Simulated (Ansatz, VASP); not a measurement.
# ZnS: VASP beside Ansatz

```
Zn S
1.0
     0.00000    2.67826    2.97956
     2.67826    0.00000    2.97956
     2.67826    2.67826    0.00000
Zn S
1 1
Cartesian
  0.0000 0.0000 0.0000
  4.0174 4.0174 4.4693
```

Change from the starting cell: strain +0.1125 x Voigt [0, 0, 1, 0, 0, 0], atoms carried along.

Alike in both runs: task single point; functional PBEsol; k mesh 10 × 10 × 10; occupations gaussian, width 0.05 eV; no spin polarisation.

```csv
,VASP,Ansatz
version,VASP 6.6.1,Ansatz 0.2.0
potentials or method,"VASP PAW PBE potentials, release 64 (Zn, S), cutoff 520 eV","scalar-relativistic, plane waves, PAW"
valence electrons in the cell,18,18
```

|  | VASP | Ansatz | Ansatz less VASP |
| --- | --- | --- | --- |
| gap on the k mesh at the Fermi level (eV) | 1.45 | 1.45 | -0.001 |
| least direct gap on the mesh (eV) | 1.45 | 1.45 | -0.001 |
| pressure (GPa) | -6.7 | -6.8 | -0.16 |
| traceless stress, the component that is largest in VASP (GPa) | -3.69 | -3.71 | -0.019 |

VASP's potentials were made for PBE, not for PBEsol.
